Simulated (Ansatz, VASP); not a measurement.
## One calculation of MgH2, two programs

```
CELL_PARAMETERS angstrom
4.06779 0.00000 0.00000
0.00000 4.06779 0.00000
0.00000 0.00000 2.87636
ATOMIC_POSITIONS crystal
Mg 0.00000 0.00000 0.00000
H 0.50000 0.00000 0.50000
H 0.00000 0.50000 0.50000
```

Change from the starting cell: ordered vacancies on the cation sites of caesium chloride (P4/mmm, No. 123).

Alike in both runs: task single point; functional PBE; k mesh 4 × 4 × 6; occupations gaussian, width 0.1 eV; no spin polarisation.

```csv
,VASP,Ansatz
version,VASP 6.6.1,Ansatz 0.2.0
potentials or method,"VASP PAW PBE potentials, release 64 (Mg, H), cutoff 520 eV","scalar-relativistic, plane waves, PAW"
valence electrons in the cell,4,12
```

|  | VASP | Ansatz | Ansatz less VASP |
| --- | --- | --- | --- |
| gap on the k mesh at the Fermi level (eV) | none | none | - |
| pressure (GPa) | -10.3 | -10.1 | +0.15 |
| traceless stress, the component that is largest in VASP (GPa) | 6.04 | 6.10 | +0.059 |

A gap of «none» marks a metal or a gap that the smearing closes. VASP's potentials hold 4 valence electrons a cell and Ansatz's 12, so a difference there can come from the potentials and not from the codes.

The k mesh is coarse, so the values compare programs but aren't converged.
